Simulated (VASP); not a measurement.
# MgO (Fm-3m) in VASP: single point with PBE

Aim: the single point of MgO with PBE.

Program: VASP 6.6.1. These are calculated values, not measurements. Logs are shortened: lines on timing, memory, paths and dates and some standing lists are left out, and cuts for length are marked.

**1. The cell of the first run**

The structure is cubic, space group Fm-3m (No. 225). The conventional cell has a = 4.305 Å, b = 4.305 Å, c = 4.305 Å, α = 90.00°, β = 90.00°, γ = 90.00°. Mg (site symmetry m-3m) has 6 O at 2.15 Å within 2.8 Å. O (site symmetry m-3m) has 6 Mg at 2.15 Å within 2.8 Å.

**2. Single point, PBE**

Contents of INCAR:

```
  PREC = Accurate
  ENCUT = 520
  EDIFF = 1E-6
  ISMEAR = -1
  SIGMA = 0.1
  LREAL = False
  LASPH = True
  NELM = 80
  ALGO = Normal
  ISIF = 2
  LWAVE = False
  LCHARG = False
  GGA = PE
  NBANDS = 11
```

Contents of KPOINTS:

```
regular mesh
0
Gamma
  9 9 9
```

Contents of POSCAR:

```
MgO
1.0
    0.0000000000      2.1525000000      2.1525000000
    2.1525000000      0.0000000000      2.1525000000
    2.1525000000      2.1525000000      0.0000000000
Mg O
1 1
Direct
    0.0000000000      0.0000000000      0.0000000000
    0.5000000000      0.5000000000      0.5000000000
```

Potentials or basis: VASP PAW PBE potentials, release 64 (Mg, O).

Started as:

```console
$ cat potpaw_PBE.64/Mg/POTCAR potpaw_PBE.64/O/POTCAR > POTCAR
$ mpirun -np 1 vasp_std > vasp.out
```

OUTCAR:

```text
PREC = Accurate
   ENCUT = 520
   EDIFF = 1E-6
   ISMEAR = -1
   LREAL = False
   LASPH = True
   NELM = 80
   ISIF = 2
   GGA = PE

 ion  position               nearest neighbor table
   1  0.000  0.000  0.000-   2 2.15   2 2.15   2 2.15   2 2.15   2 2.15   2 2.15
   2  0.500  0.500  0.500-   1 2.15   1 2.15   1 2.15   1 2.15   1 2.15   1 2.15

  LATTYP: Found a face centered cubic cell.
 ALAT       =     4.3050000000

  Lattice vectors:

 A1 = (   0.0000000000,   2.1525000000,   2.1525000000)
 A2 = (   2.1525000000,   0.0000000000,   2.1525000000)
 A3 = (   2.1525000000,   2.1525000000,   0.0000000000)

Analysis of symmetry for initial positions (statically):
=====================================================================
 Subroutine PRICEL returns:
 Original cell was already a primitive cell.

 Routine SETGRP: Setting up the symmetry group for a
 face centered cubic supercell.

 Subroutine GETGRP returns: Found 48 space group operations
 (whereof 48 operations were pure point group operations)
 out of a pool of 48 trial point group operations.

The static configuration has the point symmetry O_h .

Analysis of symmetry for dynamics (positions and initial velocities):
=====================================================================
 Subroutine PRICEL returns:
 Original cell was already a primitive cell.

 Routine SETGRP: Setting up the symmetry group for a
 face centered cubic supercell.

 Subroutine GETGRP returns: Found 48 space group operations
 (whereof 48 operations were pure point group operations)
 out of a pool of 48 trial point group operations.

The dynamic configuration has the point symmetry O_h .

 Subroutine INISYM returns: Found 48 space group operations
 (whereof 48 operations are pure point group operations),
 and found     1 'primitive' translations

----------------------------------------------------------------------------------------

                                     Primitive cell

  volume of cell :      19.9462

  direct lattice vectors                    reciprocal lattice vectors
     0.000000000  2.152500000  2.152500000    -0.232288037  0.232288037  0.232288037
     2.152500000  0.000000000  2.152500000     0.232288037 -0.232288037  0.232288037
     2.152500000  2.152500000  0.000000000     0.232288037  0.232288037 -0.232288037

  length of vectors
     3.044094693  3.044094693  3.044094693     0.402334682  0.402334682  0.402334682

  position of ions in fractional coordinates (direct lattice)
     0.000000000  0.000000000  0.000000000
     0.500000000  0.500000000  0.500000000

  ion indices of the primitive-cell ions
   primitive index   ion index
                 1           1
                 2           2

----------------------------------------------------------------------------------------

 KPOINTS: regular mesh

Automatic generation of k-mesh.
 Grid dimensions read from file:
 generate k-points for:    9    9    9

 Generating k-lattice:

  Cartesian coordinates                     Fractional coordinates (reciprocal lattice)
    -0.025809782  0.025809782  0.025809782     0.111111111  0.000000000  0.000000000
     0.025809782 -0.025809782  0.025809782     0.000000000  0.111111111  0.000000000
     0.025809782  0.025809782 -0.025809782     0.000000000  0.000000000  0.111111111

  Length of vectors
     0.044703854  0.044703854  0.044703854

  Shift w.r.t. Gamma in fractional coordinates (k-lattice)
     0.000000000  0.000000000  0.000000000

 Subroutine IBZKPT returns following result:
 ===========================================

 Found     35 irreducible k-points:

 Following reciprocal coordinates:
            Coordinates               Weight
  0.000000  0.000000  0.000000      1.000000
  0.111111  0.000000  0.000000      8.000000
  0.222222  0.000000  0.000000      8.000000
  0.333333  0.000000  0.000000      8.000000
  0.444444  0.000000  0.000000      8.000000
  0.111111  0.111111  0.000000      6.000000
[... 16 lines left out ...]
 -0.333333  0.333333  0.000000     12.000000
  0.444444  0.444444  0.000000      6.000000
 [... further k-points ...]
   k-points           NKPTS =     35   k-points in BZ     NKDIM =     35   number of bands    NBANDS=     11
   number of dos      NEDOS =    301   number of ions     NIONS =      2
   total plane-waves  NPLWV =  13824
   dimension x,y,z NGX =    24 NGY =   24 NGZ =   24
   dimension x,y,z NGXF=    48 NGYF=   48 NGZF=   48
   ions per type =               1   1
   NGX,Y,Z   is equivalent  to a cutoff of  13.11, 13.11, 13.11 a.u.
   NGXF,Y,Z  is equivalent  to a cutoff of  26.21, 26.21, 26.21 a.u.
 SYSTEM =  unknown system
   PREC   = accura    normal or accurate (medium, high low for compatibility)
   ISTART =      0    job   : 0-new  1-cont  2-samecut
   ICHARG =      2    charge: 1-file 2-atom 10-const
   ISPIN  =      1    spin polarized calculation?
   LNONCOLLINEAR =      F non collinear calculations
   LSORBIT =      F    spin-orbit coupling
   LASPH  =      T    aspherical Exc in radial PAW
   ENCUT  =  520.0 eV  38.22 Ry    6.18 a.u.   5.66  5.66  5.66*2*pi/ulx,y,z
   NELM   =     80;   NELMIN=  2; NELMDL= -5     # of ELM steps
   EDIFF  = 0.1E-05   stopping-criterion for ELM
   LREAL  =      F    real-space projection
   EDIFFG = 0.1E-04   stopping-criterion for IOM
   NSW    =      0    number of steps for IOM
   IBRION =     -1    ionic relax: 0-MD 1-quasi-New 2-CG
   NFREE  =      0    steps in history (QN), initial steepest desc. (CG)
   ISIF   =      2    stress and relaxation
   ISYM   =      2    0-nonsym 1-usesym 2-fastsym
   POTIM  = 0.5000    time-step for ionic-motion
   TEBEG  =    0.0;   TEEND  =   0.0 temperature during run
   PSTRESS=    0.0 pullay stress
   NELECT =       8.0000    total number of electrons
   NUPDOWN=      -1.0000    fix difference up-down
   EMIN   =  10.00;   EMAX   =-10.00  energy-range for DOS
   EFERMI =   0.00;   METHOD = LEGACY
   ISMEAR =    -1;   SIGMA  =   0.10  broadening in eV -4-tet -1-fermi 0-gaus
   EFERMI_NEDOS =   21; number of points for ismear=-14 and -15
   IALGO  =     38    algorithm
   IMIX   =      4    mixing-type and parameters
     AMIX     =   0.40;   BMIX     =  1.00
     AMIX_MAG =   1.60;   BMIX_MAG =  1.00
  volume/ion in A,a.u.               =       9.97        67.30
  Fermi-wavevector in a.u.,A,eV,Ry     =   1.207309  2.281483 19.831775  1.457594
  Thomas-Fermi vector in A             =   2.342950
   LORBIT       =      0    0 simple, 1 ext, 2 COOP (PROOUT), +10 PAW based schemes
   GGA     = PE    functional components
   LHFCALC =     F    Hartree Fock is set to
   AEXX    =    0.0000 exact exchange contribution
   IVDW    =     0    specifies the selected vdW correction
   LEPSILON=     F    determine dielectric tensor
   LRPA    =     F    only Hartree local field effects (RPA)
 non-spin polarized calculation
  energy-cutoff  :      520.00
  volume of cell :       19.95
 maximum number of plane-waves:       553
   NGX = 11   NGY = 11   NGZ = 11

 number of electron       7.9999998 magnetization

 Free energy of the ion-electron system (eV)
  ---------------------------------------------------
  ext. energy  EPLUGINS =         0.00000000
  ---------------------------------------------------
  free energy    TOTEN  =       -11.89804237 eV

  energy without entropy =      -11.89804237  energy(sigma->0) =      -11.89804237

 E-fermi :   4.8308     XC(G=0): -10.7727

 val. band max:        2.7127626712   @ k =   0.0000   0.0000   0.0000
 cond. band min:       6.8278388786   @ k =   0.0000   0.0000   0.0000
 fundamental gap:      4.1150762074
 Fermi energy:         4.8307709128

 k-point     1 :       0.0000    0.0000    0.0000
  band No.  band energies     occupation
      1     -14.2284      2.00000
      2       2.7128      2.00000
      3       2.7128      2.00000
      4       2.7128      2.00000
      5       6.8278      0.00000
      6      18.1399      0.00000
      7      18.1399      0.00000
      8      18.1399      0.00000
      9      21.8881      0.00000
     10      23.5877      0.00000
     11      23.5877      0.00000

 k-point     2 :       0.1111    0.0000    0.0000
  band No.  band energies     occupation
      1     -14.1128      2.00000
      2       1.9462      2.00000
      3       2.6392      2.00000
      4       2.6392      2.00000
      5       7.5882      0.00000
      6      16.7163      0.00000
      7      18.3999      0.00000
      8      18.3999      0.00000
      9      22.6441      0.00000
     10      22.6441      0.00000
     11      23.6124      0.00000

 k-point     3 :       0.2222    0.0000    0.0000
  band No.  band energies     occupation
      1     -13.8042      2.00000
      2       0.5262      2.00000
      3       2.4598      2.00000
      4       2.4598      2.00000
      5       8.9215      0.00000
      6      15.1268      0.00000
      7      18.8019      0.00000
      8      18.8019      0.00000
      9      22.0503      0.00000
     10      22.0503      0.00000
     11      23.8174      0.00000

 k-point     4 :       0.3333    0.0000    0.0000
  band No.  band energies     occupation
      1     -13.4183      2.00000
      2      -0.7602      2.00000
      3       2.2662      2.00000
      4       2.2662      2.00000
      5       9.8675      0.00000
      6      14.4848      0.00000
      7      18.6650      0.00000
      8      18.6650      0.00000
      9      22.8942      0.00000
     10      22.8942      0.00000
     11      23.1180      0.00000
[... 239 lines left out ...]
 k-point    22 :      -0.4444    0.3333    0.0000
  band No.  band energies     occupation
      1     -12.8824      2.00000
      2      -0.7268      2.00000
      3       0.5233      2.00000
      4       1.6412      2.00000
      5      12.3234      0.00000
      6      13.4859      0.00000
      7      14.8169      0.00000
      8      19.9791      0.00000
      9      20.1934      0.00000
     10      27.4329      0.00000
     11      28.5342      0.00000

 k-point    23 :      -0.3333    0.3333    0.0000
  band No.  band energies     occupation
      1     -12.8965      2.00000
      2      -0.3077      2.00000
      3      -0.1428      2.00000
      4       1.7969      2.00000
      5      12.5972      0.00000
      6      14.3927      0.00000
      7      14.4204      0.00000
      8      19.6298      0.00000
      9      20.7214      0.00000
     10      25.2174      0.00000
     11      29.0872      0.00000

 k-point    24 :       0.4444    0.4444    0.0000
  band No.  band energies     occupation
      1     -12.9098      2.00000
      2      -1.0460      2.00000
      3       1.4859      2.00000
      4       1.4859      2.00000
      5      11.8444      0.00000
      6      11.9632      0.00000
      7      15.1460      0.00000
      8      20.6326      0.00000
      9      20.6326      0.00000
     10      26.9986      0.00000
     11      28.3709      0.00000

 [... further k-points ...]
[... 5 lines left out ...]
  --------------------------------------------------------------------------------------
  -------------------------------------------------------------------------------------
  Total       -0.7120391     -0.7120391     -0.7120391     -0.0000000      0.0000000     -0.0000000
  in kB      -57.1945905    -57.1945905    -57.1945905     -0.0000000      0.0000000     -0.0000000
  external PRESSURE =     -57.1945905 kB  Pullay stress =       0.0000000 kB

 VOLUME and BASIS-vectors are now :
 -----------------------------------------------------------------------------
  energy-cutoff  :      520.00
  volume of cell :       19.95
      direct lattice vectors                 reciprocal lattice vectors
     0.000000000  2.152500000  2.152500000    -0.232288037  0.232288037  0.232288037
     2.152500000  0.000000000  2.152500000     0.232288037 -0.232288037  0.232288037
     2.152500000  2.152500000  0.000000000     0.232288037  0.232288037 -0.232288037

 POSITION                                       TOTAL-FORCE (eV/Angst)
 -----------------------------------------------------------------------------------
      0.00000      0.00000      0.00000         0.000000     -0.000000      0.000000
      2.15250      2.15250      2.15250         0.000000      0.000000      0.000000
 -----------------------------------------------------------------------------------
    total drift:                               -0.000000     -0.000000      0.000000

  FREE ENERGIE OF THE ION-ELECTRON SYSTEM (eV)
  ---------------------------------------------------
  free  energy   TOTEN  =       -11.8980423749 eV

  energy  without entropy=      -11.8980423748  energy(sigma->0) =      -11.89804237
```

Run time: 4 s. Hardware: 1 thread of Intel Xeon Platinum 8488C (Sapphire Rapids), shared host; peak memory 0.14 GiB.

Results:

| Property | Result |
| --- | --- |
| Free energy | -11.8980 eV |
| Pressure | -5.7 GPa |
| Band gap on the k mesh | 4.12 eV, direct |
